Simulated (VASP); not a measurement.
Input of a VASP 6.6.1 run:

POSCAR

```
PbS
1.0
    0.0000000000      2.9650000000      2.9650000000
    2.9650000000      0.0000000000      2.9650000000
    2.9650000000      2.9650000000      0.0000000000
Pb S
1 1
Direct
    0.0000000000      0.0000000000      0.0000000000
    0.5000000000      0.5000000000      0.5000000000
```

The input INCAR.step1:

```
PREC     = Accurate       # precision mode
ENCUT    = 440            # plane-wave cutoff, eV
ISMEAR   = -1             # smearing method
SIGMA    = 0.01           # smearing width, eV
LREAL    = F              # projectors in reciprocal space
LASPH    = T              # aspherical terms in the spheres
NELM     = 120            # most SCF steps
NBANDS   = 17             # bands
GGA      = PE             # functional
ALGO     = Normal         # electronic algorithm
EDIFF    = 1E-5           # SCF threshold, eV
LWAVE    = T              # write WAVECAR
LCHARG   = F              # write CHGCAR
GGA_COMPAT= F
```

INCAR.step2

```
PREC     = Accurate       # precision mode
ENCUT    = 440            # plane-wave cutoff, eV
EDIFF    = 1E-8           # SCF threshold, eV
ISMEAR   = -1             # smearing method
SIGMA    = 0.01           # smearing width, eV
LREAL    = F              # projectors in reciprocal space
LASPH    = T              # aspherical terms in the spheres
NELM     = 120            # most SCF steps
ALGO     = Normal         # electronic algorithm
ISIF     = 2              # what is computed and relaxed
LWAVE    = F              # write WAVECAR
LCHARG   = F              # write CHGCAR
METAGGA  = R2SCAN         # meta-GGA
LMIXTAU  = T            
LEFG     = T            
NBANDS   = 17             # bands
ISTART   = 1            
GGA_COMPAT= F
```

KPOINTS

```
regular mesh
0
Gamma
  8 8 8
```

Potentials or basis: VASP PAW PBE potentials, release 64 (Pb_d, S).

Command:

```bash
$ cat potpaw_PBE.64/Pb_d/POTCAR potpaw_PBE.64/S/POTCAR > POTCAR
$ cp INCAR.step1 INCAR
$ mpirun -np 1 vasp_std > vasp.out
$ cp INCAR.step2 INCAR
$ mpirun -np 1 vasp_std > vasp.out
```

What does it give for the band gap on the k mesh?

0.62 eV.

Estimate the pressure.

1.4 GPa.

Caveat: the PAW data sets were made with another functional, which shifts forces and pressure a little; spin-orbit coupling is left out, which moves the levels of the heavy elements. A k mesh can miss the band edges.
